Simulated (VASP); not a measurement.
# S (P6/mmm) in VASP: single point with PBEsol

Aim: the single point of S with PBEsol.

Program: VASP 6.6.1. These are calculated values, not measurements. Logs are shortened: lines on timing, memory, paths and dates and some standing lists are left out, and cuts for length are marked.

## Step 1: The cell of the first run

Symmetry: P6/mmm, No. 191, hexagonal system. Conventional cell: a = 4.298 Å, b = 4.298 Å, c = 7.008 Å, α = 90.00°, β = 90.00°, γ = 120.00°. Within 5.6 Å of S (site symmetry 6/mmm) lie 6 S at 4.30 Å.

## Step 2: Single point, PBEsol

Contents of INCAR:

```
SYSTEM = S
  PREC = Accurate
  ENCUT = 500
  EDIFF = 1E-6
  ISMEAR = -1
  SIGMA = 0.1
  LREAL = .False.
  LASPH = .True.
  NELM = 120
  ALGO = Normal
  ISIF = 2
  LWAVE = .False.
  LCHARG = .True.
  GGA = PS
  LELF = .True.
  LVHAR = .True.
  NBANDS = 9
  GGA_COMPAT = .False.
```

Contents of KPOINTS:

```
Automatic mesh
0
Gamma
  5 5 3
  0 0 0
```

Contents of POSCAR:

```
S
1.0
    4.2976520000      0.0000000000      0.0000000000
   -2.1488260000      3.7218760000      0.0000000000
    0.0000000000      0.0000000000      7.0078730000
S
1
Direct
    0.0000000000      0.0000000000      0.1223820000
```

Potentials or basis: VASP PAW PBE potentials, release 64 (S).

On the command line:

```sh
$ cat potpaw_PBE.64/S/POTCAR > POTCAR
$ mpirun -np 1 vasp_std > vasp.out
```

OUTCAR:

```text
SYSTEM = S
   PREC = Accurate
   ENCUT = 500
   EDIFF = 1E-6
   ISMEAR = -1
   LREAL = .False.
   LASPH = .True.
   NELM = 120
   ISIF = 2
   GGA = PS

 ion  position               nearest neighbor table
   1  0.000  0.000  0.122-

  LATTYP: Found a hexagonal cell.
 ALAT       =     4.2976520000
 C/A-ratio  =     1.6306283059

  Lattice vectors:

 A1 = (   4.2976520000,   0.0000000000,   0.0000000000)
 A2 = (  -2.1488260000,   3.7218760000,   0.0000000000)
 A3 = (   0.0000000000,   0.0000000000,   7.0078730000)

Analysis of symmetry for initial positions (statically):
=====================================================================
 Subroutine PRICEL returns:
 Original cell was already a primitive cell.

 Routine SETGRP: Setting up the symmetry group for a
 hexagonal supercell.

 Subroutine GETGRP returns: Found 24 space group operations
 (whereof 12 operations were pure point group operations)
 out of a pool of 24 trial point group operations.

The static configuration has the point symmetry C_6v.
 The point group associated with its full space group is D_6h.

Analysis of symmetry for dynamics (positions and initial velocities):
=====================================================================
 Subroutine PRICEL returns:
 Original cell was already a primitive cell.

 Routine SETGRP: Setting up the symmetry group for a
 hexagonal supercell.

 Subroutine GETGRP returns: Found 24 space group operations
 (whereof 12 operations were pure point group operations)
 out of a pool of 24 trial point group operations.

The dynamic configuration has the point symmetry C_6v.
 The point group associated with its full space group is D_6h.

 Subroutine INISYM returns: Found 24 space group operations
 (whereof 12 operations are pure point group operations),
 and found     1 'primitive' translations

----------------------------------------------------------------------------------------

                                     Primitive cell

  volume of cell :     112.0932

  direct lattice vectors                    reciprocal lattice vectors
     4.297652000  0.000000000  0.000000000     0.232685196  0.134340854  0.000000000
    -2.148826000  3.721876000  0.000000000     0.000000000  0.268681708  0.000000000
     0.000000000  0.000000000  7.007873000     0.000000000  0.000000000  0.142696650

  length of vectors
     4.297652000  4.297652166  7.007873000     0.268681718  0.268681708  0.142696650

  position of ions in fractional coordinates (direct lattice)
     0.000000000  0.000000000  0.122382000

  ion indices of the primitive-cell ions
   primitive index   ion index
                 1           1

----------------------------------------------------------------------------------------

 KPOINTS: Automatic mesh

Automatic generation of k-mesh.
 Grid dimensions read from file:
 generate k-points for:    5    5    3

 Generating k-lattice:

  Cartesian coordinates                     Fractional coordinates (reciprocal lattice)
     0.046537039  0.026868171  0.000000000     0.200000000  0.000000000  0.000000000
     0.000000000  0.053736342  0.000000000     0.000000000  0.200000000  0.000000000
     0.000000000  0.000000000  0.047565550     0.000000000  0.000000000  0.333333333

  Length of vectors
     0.053736344  0.053736342  0.047565550

  Shift w.r.t. Gamma in fractional coordinates (k-lattice)
     0.000000000  0.000000000  0.000000000

 Subroutine IBZKPT returns following result:
 ===========================================

 Found     10 irreducible k-points:

 Following reciprocal coordinates:
            Coordinates               Weight
  0.000000  0.000000  0.000000      1.000000
  0.200000 -0.000000  0.000000      6.000000
  0.400000  0.000000  0.000000      6.000000
  0.200000  0.200000  0.000000      6.000000
  0.400000  0.200000  0.000000      6.000000
  0.000000  0.000000  0.333333      2.000000
  0.200000 -0.000000  0.333333     12.000000
  0.400000  0.000000  0.333333     12.000000
  0.200000  0.200000  0.333333     12.000000
  0.400000  0.200000  0.333333     12.000000
   k-points           NKPTS =     10   k-points in BZ     NKDIM =     10   number of bands    NBANDS=      9
   number of dos      NEDOS =    301   number of ions     NIONS =      1
   total plane-waves  NPLWV =  55296
   dimension x,y,z NGX =    32 NGY =   32 NGZ =   54
   dimension x,y,z NGXF=    64 NGYF=   64 NGZF=  108
   ions per type =               1
   NGX,Y,Z   is equivalent  to a cutoff of  12.38, 12.38, 12.81 a.u.
   NGXF,Y,Z  is equivalent  to a cutoff of  24.76, 24.76, 25.62 a.u.
 SYSTEM =  S
   PREC   = accura    normal or accurate (medium, high low for compatibility)
   ISTART =      0    job   : 0-new  1-cont  2-samecut
   ICHARG =      2    charge: 1-file 2-atom 10-const
   ISPIN  =      1    spin polarized calculation?
   LNONCOLLINEAR =      F non collinear calculations
   LSORBIT =      F    spin-orbit coupling
   LASPH  =      T    aspherical Exc in radial PAW
   ENCUT  =  500.0 eV  36.75 Ry    6.06 a.u.   7.84  7.84 12.78*2*pi/ulx,y,z
   NELM   =    120;   NELMIN=  2; NELMDL= -5     # of ELM steps
   EDIFF  = 0.1E-05   stopping-criterion for ELM
   LREAL  =      F    real-space projection
   EDIFFG = 0.1E-04   stopping-criterion for IOM
   NSW    =      0    number of steps for IOM
   IBRION =     -1    ionic relax: 0-MD 1-quasi-New 2-CG
   NFREE  =      0    steps in history (QN), initial steepest desc. (CG)
   ISIF   =      2    stress and relaxation
   ISYM   =      2    0-nonsym 1-usesym 2-fastsym
   POTIM  = 0.5000    time-step for ionic-motion
   TEBEG  =    0.0;   TEEND  =   0.0 temperature during run
   PSTRESS=    0.0 pullay stress
   NELECT =       6.0000    total number of electrons
   NUPDOWN=      -1.0000    fix difference up-down
   EMIN   =  10.00;   EMAX   =-10.00  energy-range for DOS
   EFERMI =   0.00;   METHOD = LEGACY
   ISMEAR =    -1;   SIGMA  =   0.10  broadening in eV -4-tet -1-fermi 0-gaus
   EFERMI_NEDOS =   21; number of points for ismear=-14 and -15
   IALGO  =     38    algorithm
   IMIX   =      4    mixing-type and parameters
     AMIX     =   0.40;   BMIX     =  1.00
     AMIX_MAG =   1.60;   BMIX_MAG =  1.00
  volume/ion in A,a.u.               =     112.09       756.44
  Fermi-wavevector in a.u.,A,eV,Ry     =   0.616972  1.165908  5.179118  0.380654
  Thomas-Fermi vector in A             =   1.674891
   LORBIT       =      0    0 simple, 1 ext, 2 COOP (PROOUT), +10 PAW based schemes
   GGA     = PS    functional components
   LHFCALC =     F    Hartree Fock is set to
   AEXX    =    0.0000 exact exchange contribution
   IVDW    =     0    specifies the selected vdW correction
   LEPSILON=     F    determine dielectric tensor
   LRPA    =     F    only Hartree local field effects (RPA)
 non-spin polarized calculation
  energy-cutoff  :      500.00
  volume of cell :      112.09
 maximum number of plane-waves:      2860
 NGX is ok and might be reduce to    32
   NGX = 15   NGY = 15   NGZ = 25

 number of electron       6.0000001 magnetization

 Free energy of the ion-electron system (eV)
  ---------------------------------------------------
  ext. energy  EPLUGINS =         0.00000000
  ---------------------------------------------------
  free energy    TOTEN  =        -0.70012122 eV

  energy without entropy =       -0.45578391  energy(sigma->0) =       -0.57795256

 E-fermi :  -5.1905     XC(G=0):  -3.6743

 val. band max:       -5.2059796039   @ k =   0.4000   0.2000   0.0000
 cond. band min:      -5.1789676127   @ k =   0.2000   0.2000   0.0000
 fundamental gap:      0.0270119913
 Fermi energy:        -5.1905197734

 k-point     1 :       0.0000    0.0000    0.0000
  band No.  band energies     occupation
      1     -15.7018      2.00000
      2      -5.4517      1.86322
      3      -4.8828      0.08814
      4      -4.8828      0.08814
      5       0.5173      0.00000
      6       3.0296      0.00000
      7       4.0825      0.00000
      8       6.0722      0.00000
      9       6.0722      0.00000

 k-point     2 :       0.2000   -0.0000    0.0000
  band No.  band energies     occupation
      1     -15.6535      2.00000
      2      -5.3757      1.72870
      3      -5.2871      1.44845
      4      -4.9629      0.18620
      5       1.0907      0.00000
      6       3.6673      0.00000
      7       3.9617      0.00000
      8       5.0951      0.00000
      9       6.7630      0.00000

 k-point     3 :       0.4000    0.0000    0.0000
  band No.  band energies     occupation
      1     -15.5729      2.00000
      2      -5.8398      1.99698
      3      -5.2466      1.27322
      4      -5.0860      0.52040
      5       2.3490      0.00000
      6       3.7254      0.00000
      7       3.7708      0.00000
      8       4.6756      0.00000
      9       6.7599      0.00000

 k-point     4 :       0.2000    0.2000    0.0000
  band No.  band energies     occupation
      1     -15.5887      2.00000
      2      -5.6493      1.97985
      3      -5.2722      1.38723
      4      -5.1790      0.94230
      5       2.0450      0.00000
      6       3.8773      0.00000
      7       4.3728      0.00000
      8       4.6352      0.00000
      9       6.1667      0.00000

 k-point     5 :       0.4000    0.2000    0.0000
  band No.  band energies     occupation
      1     -15.5476      2.00000
      2      -5.8082      1.99586
      3      -5.3615      1.69361
      4      -5.2060      1.07715
      5       3.3161      0.00000
      6       3.8729      0.00000
      7       3.9759      0.00000
      8       4.4652      0.00000
      9       5.2868      0.00000

 k-point     6 :       0.0000    0.0000    0.3333
  band No.  band energies     occupation
      1     -15.7016      2.00000
      2      -5.4692      1.88396
      3      -4.8827      0.08799
      4      -4.8827      0.08799
      5       0.9752      0.00000
      6       2.1382      0.00000
      7       4.5273      0.00000
      8       6.0875      0.00000
      9       6.0875      0.00000

 k-point     7 :       0.2000   -0.0000    0.3333
  band No.  band energies     occupation
      1     -15.6534      2.00000
      2      -5.3901      1.76081
      3      -5.2858      1.44352
      4      -4.9626      0.18580
      5       1.5205      0.00000
      6       2.6020      0.00000
      7       4.7542      0.00000
      8       5.1790      0.00000
      9       6.3743      0.00000

 k-point     8 :       0.4000    0.0000    0.3333
  band No.  band energies     occupation
      1     -15.5728      2.00000
      2      -5.8382      1.99693
      3      -5.2557      1.31464
      4      -5.0857      0.51916
      5       2.5565      0.00000
      6       3.1677      0.00000
      7       4.3652      0.00000
      8       4.7569      0.00000
      9       5.9823      0.00000

 k-point     9 :       0.2000    0.2000    0.3333
  band No.  band energies     occupation
      1     -15.5886      2.00000
      2      -5.6478      1.97954
      3      -5.2824      1.42965
      4      -5.1785      0.93991
      5       2.3141      0.00000
      6       3.3734      0.00000
      7       4.4581      0.00000
      8       5.0809      0.00000
      9       5.6803      0.00000

 k-point    10 :       0.4000    0.2000    0.3333
  band No.  band energies     occupation
      1     -15.5475      2.00000
      2      -5.8068      1.99579
      3      -5.3607      1.69165
      4      -5.2135      1.11434
      5       3.2617      0.00000
      6       3.6510      0.00000
      7       4.3924      0.00000
      8       4.6769      0.00000
      9       5.1069      0.00000

------------------------ aborting loop because EDIFF is reached ----------------------------------------

  FORCE on cell =-STRESS in cart. coord.  units (eV):
  Direction    XX          YY          ZZ          XY          YZ          ZX
  --------------------------------------------------------------------------------------
  -------------------------------------------------------------------------------------
  Total       -1.3020895     -1.3020897     -0.0120696      0.0000000     -0.0000000     -0.0000000
  in kB      -18.6111008    -18.6111027     -0.1725134      0.0000000     -0.0000000     -0.0000000
  external PRESSURE =     -12.4649056 kB  Pullay stress =       0.0000000 kB

 VOLUME and BASIS-vectors are now :
 -----------------------------------------------------------------------------
  energy-cutoff  :      500.00
  volume of cell :      112.09
      direct lattice vectors                 reciprocal lattice vectors
     4.297652000  0.000000000  0.000000000     0.232685196  0.134340854  0.000000000
    -2.148826000  3.721876000  0.000000000     0.000000000  0.268681708  0.000000000
     0.000000000  0.000000000  7.007873000     0.000000000  0.000000000  0.142696650

 POSITION                                       TOTAL-FORCE (eV/Angst)
 -----------------------------------------------------------------------------------
      0.00000      0.00000      0.85764         0.000000      0.000000      0.000000
 -----------------------------------------------------------------------------------
    total drift:                                0.000000      0.000000     -0.000003

  FREE ENERGIE OF THE ION-ELECTRON SYSTEM (eV)
  ---------------------------------------------------
  free  energy   TOTEN  =        -0.7001212185 eV

  energy  without entropy=       -0.4557839077  energy(sigma->0) =       -0.57795256
```

It took 6 s on 1 thread of Intel Xeon 6975P-C (Granite Rapids), shared host; peak memory 0.2 GiB.

What came out:

```
Free energy            : -0.7001 eV
Pressure               : -1.2 GPa
Band gap on the k mesh : zero (band 3 reaches -4.88 eV, above the bottom of band 4 at -5.21 eV)
```

Stress tensor (GPa, compression positive):
```
-1.86  0.00  0.00
 0.00 -1.86  0.00
 0.00  0.00 -0.02
```

Levels at points of the mesh, in eV from the Fermi level:
| k point | band 1 | band 2 | band 3 | band 4 | band 5 | band 6 | band 7 | band 8 |
| --- | --- | --- | --- | --- | --- | --- | --- | --- |
| (0.00, 0.00, 0.00) | -10.51 | -0.26 | 0.31 | 0.31 | 5.71 | 8.22 | 9.27 | 11.26 |

Caveat: the PAW data sets were made with another functional, which shifts forces and pressure a little.
